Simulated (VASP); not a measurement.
# AlN (I4/mmm) in VASP: notebook

The runs below take AlN through single point, with LDA.

The COD entry that gives the cell may itself be a prediction, so a difference from it is no test against experiment.

All numbers are computed with VASP 6.6.1; they aren't measurements. Logs are shortened: lines on timing, memory, paths and dates and some standing lists are left out, and cuts for length are marked.

## 1. The cell of the first run

Symmetry: I4/mmm, No. 139, tetragonal system. The conventional cell has a = 2.831 Å, b = 2.831 Å, c = 3.810 Å, α = 90.00°, β = 90.00°, γ = 90.00°. Within 2.5 Å of Al (site symmetry 4/mmm) lie 6 N at 1.90 to 2.00 Å. N (site symmetry 4/mmm) has 6 Al at 1.90 to 2.00 Å within 2.5 Å.

## 2. Single point, LDA

File INCAR:

```
PREC     = Accurate       # precision mode
ENCUT    = 600            # plane-wave cutoff, eV
EDIFF    = 1E-6           # SCF threshold, eV
ISMEAR   = -1             # smearing method
SIGMA    = 0.02           # smearing width, eV
LREAL    = F              # projectors in reciprocal space
LASPH    = T              # aspherical terms in the spheres
NELM     = 120            # most SCF steps
ALGO     = Normal         # electronic algorithm
ISIF     = 2              # what is computed and relaxed
LWAVE    = F              # write WAVECAR
LCHARG   = F              # write CHGCAR
GGA      = CA             # functional
NBANDS   = 11             # bands
GGA_COMPAT= F
```

File KPOINTS:

```
Automatic mesh
0
Gamma
  8 8 8
```

File POSCAR:

```
AlN
1.0
    0.0000000000      2.0018166667      1.9049717818
    2.0018166667      0.0000000000      1.9049717818
    2.0018166667      2.0018166667      0.0000000000
Al N
1 1
Direct
    0.0000000000      0.0000000000      0.0000000000
    0.5000000000      0.5000000000      0.5000000000
```

Potentials or basis: VASP PAW LDA potentials, release 64 (Al, N).

On the command line:

```sh
$ cat potpaw_LDA.64/Al/POTCAR potpaw_LDA.64/N/POTCAR > POTCAR
$ mpirun -np 1 vasp_std > vasp.out
```

OUTCAR:

```text
PREC = Accurate
   ENCUT = 600
   EDIFF = 1E-6
   ISMEAR = -1
   LREAL = F
   LASPH = T
   NELM = 120
   ISIF = 2
   GGA = CA

 ion  position               nearest neighbor table
   1  0.000  0.000  0.000-   2 1.90   2 1.90   2 2.00   2 2.00   2 2.00   2 2.00
   2  0.500  0.500  0.500-   1 1.90   1 1.90   1 2.00   1 2.00   1 2.00   1 2.00

  LATTYP: Found a body centered tetragonal cell.
 ALAT       =     2.8309962794
 C/A-ratio  =     1.3457960335

  Lattice vectors:

 A1 = (   0.0000000000,  -2.0018166667,  -1.9049717818)
 A2 = (   0.0000000000,   2.0018166667,  -1.9049717818)
 A3 = (   2.0018166667,   0.0000000000,   1.9049717818)

Analysis of symmetry for initial positions (statically):
=====================================================================
 Subroutine PRICEL returns:
 Original cell was already a primitive cell.

 Routine SETGRP: Setting up the symmetry group for a
 body centered tetragonal supercell.

 Subroutine GETGRP returns: Found 16 space group operations
 (whereof 16 operations were pure point group operations)
 out of a pool of 16 trial point group operations.

The static configuration has the point symmetry D_4h.

Analysis of symmetry for dynamics (positions and initial velocities):
=====================================================================
 Subroutine PRICEL returns:
 Original cell was already a primitive cell.

 Routine SETGRP: Setting up the symmetry group for a
 body centered tetragonal supercell.

 Subroutine GETGRP returns: Found 16 space group operations
 (whereof 16 operations were pure point group operations)
 out of a pool of 16 trial point group operations.

The dynamic configuration has the point symmetry D_4h.

 Subroutine INISYM returns: Found 16 space group operations
 (whereof 16 operations are pure point group operations),
 and found     1 'primitive' translations

----------------------------------------------------------------------------------------

                                     Primitive cell

  volume of cell :      15.2675

  direct lattice vectors                    reciprocal lattice vectors
     0.000000000  2.001816667  1.904971782    -0.249773123  0.249773123  0.262471080
     2.001816667  0.000000000  1.904971782     0.249773123 -0.249773123  0.262471080
     2.001816667  2.001816667  0.000000000     0.249773123  0.249773123 -0.262471080

  length of vectors
     2.763365241  2.763365241  2.830996279     0.440073054  0.440073054  0.440073054

  position of ions in fractional coordinates (direct lattice)
     0.000000000  0.000000000  0.000000000
     0.500000000  0.500000000  0.500000000

  ion indices of the primitive-cell ions
   primitive index   ion index
                 1           1
                 2           2

----------------------------------------------------------------------------------------

 KPOINTS: Automatic mesh

Automatic generation of k-mesh.
 Grid dimensions read from file:
 generate k-points for:    8    8    8

 Generating k-lattice:

  Cartesian coordinates                     Fractional coordinates (reciprocal lattice)
    -0.031221640  0.031221640  0.032808885     0.125000000 -0.000000000  0.000000000
     0.031221640 -0.031221640  0.032808885    -0.000000000  0.125000000  0.000000000
     0.031221640  0.031221640 -0.032808885     0.000000000  0.000000000  0.125000000

  Length of vectors
     0.055009132  0.055009132  0.055009132

  Shift w.r.t. Gamma in fractional coordinates (k-lattice)
     0.000000000  0.000000000  0.000000000

 Subroutine IBZKPT returns following result:
 ===========================================

 Found     59 irreducible k-points:

 Following reciprocal coordinates:
            Coordinates               Weight
  0.000000  0.000000  0.000000      1.000000
  0.125000  0.000000  0.000000      8.000000
  0.250000  0.000000  0.000000      8.000000
  0.375000  0.000000  0.000000      8.000000
  0.500000  0.000000  0.000000      4.000000
  0.125000  0.125000  0.000000      2.000000
[... 16 lines left out ...]
  0.250000  0.000000  0.125000     16.000000
  0.375000 -0.000000  0.125000     16.000000
 [... further k-points ...]
   k-points           NKPTS =     59   k-points in BZ     NKDIM =     59   number of bands    NBANDS=     11
   number of dos      NEDOS =    301   number of ions     NIONS =      2
   total plane-waves  NPLWV =  13824
   dimension x,y,z NGX =    24 NGY =   24 NGZ =   24
   dimension x,y,z NGXF=    48 NGYF=   48 NGZF=   48
   ions per type =               1   1
   NGX,Y,Z   is equivalent  to a cutoff of  14.44, 14.44, 14.09 a.u.
   NGXF,Y,Z  is equivalent  to a cutoff of  28.88, 28.88, 28.19 a.u.
 SYSTEM =  unknown system
   PREC   = accura    normal or accurate (medium, high low for compatibility)
   ISTART =      0    job   : 0-new  1-cont  2-samecut
   ICHARG =      2    charge: 1-file 2-atom 10-const
   ISPIN  =      1    spin polarized calculation?
   LNONCOLLINEAR =      F non collinear calculations
   LSORBIT =      F    spin-orbit coupling
   LASPH  =      T    aspherical Exc in radial PAW
   ENCUT  =  600.0 eV  44.10 Ry    6.64 a.u.   5.52  5.52  5.65*2*pi/ulx,y,z
   NELM   =    120;   NELMIN=  2; NELMDL= -5     # of ELM steps
   EDIFF  = 0.1E-05   stopping-criterion for ELM
   LREAL  =      F    real-space projection
   EDIFFG = 0.1E-04   stopping-criterion for IOM
   NSW    =      0    number of steps for IOM
   IBRION =     -1    ionic relax: 0-MD 1-quasi-New 2-CG
   NFREE  =      0    steps in history (QN), initial steepest desc. (CG)
   ISIF   =      2    stress and relaxation
   ISYM   =      2    0-nonsym 1-usesym 2-fastsym
   POTIM  = 0.5000    time-step for ionic-motion
   TEBEG  =    0.0;   TEEND  =   0.0 temperature during run
   PSTRESS=    0.0 pullay stress
   NELECT =       8.0000    total number of electrons
   NUPDOWN=      -1.0000    fix difference up-down
   EMIN   =  10.00;   EMAX   =-10.00  energy-range for DOS
   EFERMI =   0.00;   METHOD = LEGACY
   ISMEAR =    -1;   SIGMA  =   0.02  broadening in eV -4-tet -1-fermi 0-gaus
   EFERMI_NEDOS =   21; number of points for ismear=-14 and -15
   IALGO  =     38    algorithm
   IMIX   =      4    mixing-type and parameters
     AMIX     =   0.40;   BMIX     =  1.00
     AMIX_MAG =   1.60;   BMIX_MAG =  1.00
  volume/ion in A,a.u.               =       7.63        51.51
  Fermi-wavevector in a.u.,A,eV,Ry     =   1.319823  2.494104 23.700443  1.741933
  Thomas-Fermi vector in A             =   2.449694
   LORBIT       =      0    0 simple, 1 ext, 2 COOP (PROOUT), +10 PAW based schemes
   GGA     = CA    functional components
   LHFCALC =     F    Hartree Fock is set to
   AEXX    =    0.0000 exact exchange contribution
   IVDW    =     0    specifies the selected vdW correction
   LEPSILON=     F    determine dielectric tensor
   LRPA    =     F    only Hartree local field effects (RPA)
 non-spin polarized calculation
  energy-cutoff  :      600.00
  volume of cell :       15.27
 maximum number of plane-waves:       523
 NGX is ok and might be reduce to    24

 number of electron       8.0000000 magnetization

 Free energy of the ion-electron system (eV)
  ---------------------------------------------------
  ext. energy  EPLUGINS =         0.00000000
  ---------------------------------------------------
  free energy    TOTEN  =       -16.14706630 eV

  energy without entropy =      -16.14706630  energy(sigma->0) =      -16.14706630

 E-fermi :  11.4006     XC(G=0): -12.9453

 val. band max:       10.8891807065   @ k =   0.0000   0.0000   0.0000
 cond. band min:      15.4808591157   @ k =   0.5000   0.5000   0.0000
 fundamental gap:      4.5916784091
 Fermi energy:        11.4006455898

 k-point     1 :       0.0000    0.0000    0.0000
  band No.  band energies     occupation
      1      -7.3833      2.00000
      2      10.5192      2.00000
      3      10.8892      2.00000
      4      10.8892      2.00000
      5      17.6721      0.00000
      6      22.8383      0.00000
      7      22.8383      0.00000
      8      23.5282      0.00000
      9      28.1292      0.00000
     10      28.5215      0.00000
     11      29.9422      0.00000

 k-point     2 :       0.1250    0.0000    0.0000
  band No.  band energies     occupation
      1      -7.0359      2.00000
      2       9.2343      2.00000
      3      10.4929      2.00000
      4      10.6283      2.00000
      5      18.4036      0.00000
      6      21.9415      0.00000
      7      23.2743      0.00000
      8      23.8038      0.00000
      9      26.5952      0.00000
     10      27.7889      0.00000
     11      29.9664      0.00000

 k-point     3 :       0.2500    0.0000    0.0000
  band No.  band energies     occupation
      1      -6.0405      2.00000
      2       6.2576      2.00000
      3      10.0739      2.00000
      4      10.0950      2.00000
      5      18.2947      0.00000
      6      22.5062      0.00000
      7      22.9316      0.00000
      8      24.0872      0.00000
      9      27.3230      0.00000
     10      27.5309      0.00000
     11      29.0438      0.00000
[... 267 lines left out ...]
 k-point    23 :       0.2500    0.0000    0.1250
  band No.  band energies     occupation
      1      -6.1754      2.00000
      2       7.2672      2.00000
      3       9.5376      2.00000
      4       9.7953      2.00000
      5      19.2517      0.00000
      6      20.6370      0.00000
      7      22.4303      0.00000
      8      24.8735      0.00000
      9      25.8536      0.00000
     10      29.4784      0.00000
     11      31.3801      0.00000

 k-point    24 :       0.3750   -0.0000    0.1250
  band No.  band energies     occupation
      1      -4.8903      2.00000
      2       4.4586      2.00000
      3       8.9138      2.00000
      4       9.3111      2.00000
      5      18.6274      0.00000
      6      21.1716      0.00000
      7      22.7398      0.00000
      8      24.2380      0.00000
      9      27.9997      0.00000
     10      30.4284      0.00000
     11      31.3148      0.00000

 [... further k-points ...]

------------------------ aborting loop because EDIFF is reached ----------------------------------------

  FORCE on cell =-STRESS in cart. coord.  units (eV):
  Direction    XX          YY          ZZ          XY          YZ          ZX
  --------------------------------------------------------------------------------------
  -------------------------------------------------------------------------------------
  Total        1.1021229      1.1021229      3.3008486      0.0000000      0.0000000      0.0000000
  in kB      115.6574090    115.6574090    346.3929543      0.0000000      0.0000000      0.0000000
  external PRESSURE =     192.5692574 kB  Pullay stress =       0.0000000 kB

 VOLUME and BASIS-vectors are now :
 -----------------------------------------------------------------------------
  energy-cutoff  :      600.00
  volume of cell :       15.27
      direct lattice vectors                 reciprocal lattice vectors
     0.000000000  2.001816667  1.904971782    -0.249773123  0.249773123  0.262471080
     2.001816667  0.000000000  1.904971782     0.249773123 -0.249773123  0.262471080
     2.001816667  2.001816667  0.000000000     0.249773123  0.249773123 -0.262471080

 POSITION                                       TOTAL-FORCE (eV/Angst)
 -----------------------------------------------------------------------------------
      0.00000      0.00000      0.00000         0.000000     -0.000000      0.000000
      2.00182      2.00182      1.90497        -0.000000      0.000000     -0.000000
 -----------------------------------------------------------------------------------
    total drift:                               -0.000000     -0.000000      0.000000

  FREE ENERGIE OF THE ION-ELECTRON SYSTEM (eV)
  ---------------------------------------------------
  free  energy   TOTEN  =       -16.1470663002 eV

  energy  without entropy=      -16.1470663002  energy(sigma->0) =      -16.14706630
```

Wall time 12 s (1 thread of Intel Xeon 8259CL, shared host); peak memory 0.13 GiB.

Results:

```
Free energy            : -16.1471 eV
Pressure               : 19.3 GPa
Band gap on the k mesh : 4.59 eV, indirect (least direct gap 6.78 eV)
```

A k mesh can miss the band edges.

## 3. Single point, LDA

File INCAR:

```
SYSTEM = AlN
ALGO = Normal ; EDIFF = 1E-6
ENCUT = 600 ; GGA_COMPAT = .FALSE.
ISIF = 2 ; ISMEAR = -1
LASPH = .TRUE. ; LCHARG = .FALSE.
LREAL = .FALSE. ; LWAVE = .FALSE.
NBANDS = 11 ; NELM = 120
PREC = Accurate ; SIGMA = 0.02
```

File KPOINTS:

```
k-points
0
G
  8 8 8
  0 0 0
```

File POSCAR:

```
AlN
1.0
    0.0000000000      2.0346333333      1.8440166493
    2.0346333333      0.0000000000      1.8440166493
    2.0346333333      2.0346333333      0.0000000000
Al N
1 1
Direct
    0.0000000000      0.0000000000      0.0000000000
    0.5000000000      0.5000000000      0.5000000000
```

Potentials or basis: VASP PAW LDA potentials, release 64 (Al, N).

On the command line:

```sh
$ cat potpaw_LDA.64/Al/POTCAR potpaw_LDA.64/N/POTCAR > POTCAR
$ mpirun -np 1 vasp_std > vasp.out
```

Wall time 12 s (1 thread of Intel Xeon 8259CL, shared host); peak memory 0.13 GiB.

It converged, with:

- Free energy: -16.0349 eV
- Pressure: 24.0 GPa
- Band gap on the k mesh: 4.17 eV, indirect (least direct gap 6.50 eV)

Stress tensor (GPa, compression positive):
```
 7.26  0.00  0.00
 0.00  7.26  0.00
 0.00  0.00 57.44
```

Levels at points of the mesh, in eV from the valence-band top:
```csv
k point,band 1,band 2,band 3,band 4,band 5,band 6,band 7,band 8,band 9
"(0.00, 0.00, 0.00)",-18.39,-0.76,0.00,0.00,6.50,11.71,11.71,13.07,16.31
"(0.50, 0.00, 0.00)",-14.73,-9.09,-1.71,-1.34,6.11,10.12,13.05,13.87,16.64
"(0.50, 0.50, 0.00)",-13.09,-7.78,-3.80,-3.80,4.17,4.57,15.43,17.40,17.40
"(0.50, 0.00, 0.50)",-13.92,-8.37,-3.57,-2.33,5.27,5.45,14.17,16.71,20.13
```

## 4. Single point, LDA

This run uses another cell than the first one, of the same volume but with other edges.

File INCAR:

```
SYSTEM = AlN
ALGO = Normal
EDIFF = 1E-6
ENCUT = 600
GGA = CA
GGA_COMPAT = .FALSE.
ISIF = 2
ISMEAR = -1
LASPH = .TRUE.
LCHARG = .FALSE.
LREAL = .FALSE.
LWAVE = .FALSE.
NBANDS = 11
NELM = 120
PREC = Accurate
SIGMA = 0.02
```

KPOINTS is that of step 3.

File POSCAR:

```
AlN
1.0
    0.0000000000      2.0674500000      1.7859410431
    2.0674500000      0.0000000000      1.7859410431
    2.0674500000      2.0674500000      0.0000000000
Al N
1 1
Direct
    0.0000000000      0.0000000000      0.0000000000
    0.5000000000      0.5000000000      0.5000000000
```

On the command line:

```sh
$ cat potpaw_LDA.64/Al/POTCAR potpaw_LDA.64/N/POTCAR > POTCAR
$ mpirun -np 1 vasp_std > vasp.out
```

It took 12 s on 1 thread of Intel Xeon 8259CL, shared host; peak memory 0.13 GiB.

The run converged. Its results:

```
Free energy            : -15.8340 eV
Pressure               : 32.0 GPa
Band gap on the k mesh : 3.77 eV, indirect (least direct gap 6.15 eV)
```

Stress tensor (GPa, compression positive):
```
 4.48  0.00  0.00
 0.00  4.48  0.00
 0.00  0.00 87.14
```

Levels at points of the mesh, in eV from the valence-band top:
| k point | band 1 | band 2 | band 3 | band 4 | band 5 | band 6 | band 7 | band 8 | band 9 |
| --- | --- | --- | --- | --- | --- | --- | --- | --- | --- |
| (0.00, 0.00, 0.00) | -18.50 | -1.13 | 0.00 | 0.00 | 6.15 | 11.57 | 11.57 | 13.55 | 15.42 |
| (0.50, 0.00, 0.00) | -14.83 | -9.17 | -1.95 | -1.45 | 5.75 | 9.54 | 13.55 | 14.21 | 16.60 |
| (0.50, 0.50, 0.00) | -13.03 | -7.64 | -4.16 | -4.16 | 3.77 | 4.45 | 15.68 | 17.06 | 17.06 |
| (0.50, 0.00, 0.50) | -14.20 | -8.56 | -3.79 | -1.98 | 5.49 | 5.61 | 13.81 | 16.03 | 21.00 |

## 5. Overview

```tsv
cell	gap on the mesh (eV)	pressure (GPa)
a = 2.763, b = 2.763, c = 2.831 Å, angles 59.2, 59.2, 61.6°, 2 atoms	4.59	19.3
a = 2.746, b = 2.746, c = 2.877 Å, angles 58.4, 58.4, 63.2°, 2 atoms	4.17	24.0
a = 2.732, b = 2.732, c = 2.924 Å, angles 57.6, 57.6, 64.7°, 2 atoms	3.77	32.0
```

Alike in all rows: task single point; level LDA; potentials or basis VASP PAW LDA potentials, release 64 (Al, N); no spin polarisation; k mesh 8 × 8 × 8; cutoff (eV) 600; smearing fermi-dirac 0.02 eV.

Total energies depend on the potentials used, so only differences within one code and one set of settings carry meaning.
